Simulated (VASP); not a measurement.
Na: relaxation of cell and atoms with PBEsol

Crystal: Na.

```
Na
1.0
    -1.43930    1.43930    2.01872
     1.43930   -1.43930    2.01872
     1.43930    1.43930   -2.01872
Na
1
Direct
  0.00000 0.00000 0.00000
```

This isn't the form of Na at room conditions, which is bcc.

```json
{
 "Program": "VASP 6.6.1",
 "Task": "relaxation of cell and atoms",
 "Functional": "PBEsol",
 "Potentials or basis": "VASP PAW PBE potentials, release 64 (Na_pv)",
 "Cutoff": "600 eV",
 "k mesh": "20 × 20 × 20",
 "Occupations": "gaussian, width 0.1 eV",
 "Spin": "no spin polarisation",
 "Target pressure": "40 GPa",
 "Dipole correction": "no",
 "Further INCAR settings": "ALGO = Fast; EDIFF = 1e-07; IBRION = 2; EDIFFG = -0.008; NSW = 70; ISIF = 3"
}
```

```yaml
Relaxed_volume: 14.57 Å³/atom
Relaxed_cell: a = 2.738 Å, b = 2.738 Å, c = 2.738 Å, α = 119.73°, β = 119.73°, γ = 90.47°
Space_group_after_relaxing_to_0.1_Å: Fm-3m (No. 225)
Energy_change_on_relaxing_the_run_minimises_the_enthalpy: +436.6 meV/atom
Ionic_steps: 6
Pressure_after_relaxing: 40.0 GPa
Band_gap_on_the_k_mesh: zero (an odd number of electrons rules out a gap without spin polarisation)
```

Step by step:
```tsv
step	energy change (eV)	largest force (eV/Å)	pressure (GPa)	volume (Å³)
1	0.0000	0.0000	25.83	16.73
2	0.7695	0.0000	51.49	13.40
3	0.4315	0.0000	39.73	14.59
4	0.4417	0.0000	40.16	14.55
5	0.4345	0.0000	39.84	14.58
6	0.4366	0.0000	40.04	14.57
```

Final structure:
```
Na
1.0
    -1.37452    1.37452    1.92803
     1.37452   -1.37452    1.92803
     1.37452    1.37452   -1.92803
Na
1
Direct
  0.00000 0.00000 0.00000
```

Levels at points of the mesh, in eV from the Fermi level:
```tsv
k point	band 2	band 3	band 4	band 5	band 6	band 7
(0.00, 0.00, 0.00)	-25.14	-25.14	-5.99	17.72	17.72	17.77
(0.50, 0.00, 0.00)	-25.22	-25.21	0.75	1.91	15.84	16.05
(0.50, 0.50, 0.00)	-25.35	-25.34	3.02	3.27	8.87	13.44
(0.50, 0.50, 0.50)	-25.35	-25.35	3.10	3.44	8.73	13.30
```

It took 3.3 min on 1 thread of Intel(R) Xeon(R) Platinum 8259CL CPU @ 2.50GHz (Skylake/Cascade Lake), with other jobs on the host, peak memory 0.21 GiB.

Caveat: the cell is relaxed towards a set pressure, so the run minimises the enthalpy, not the energy; the PAW data sets were made with another functional, which shifts forces and pressure a little.
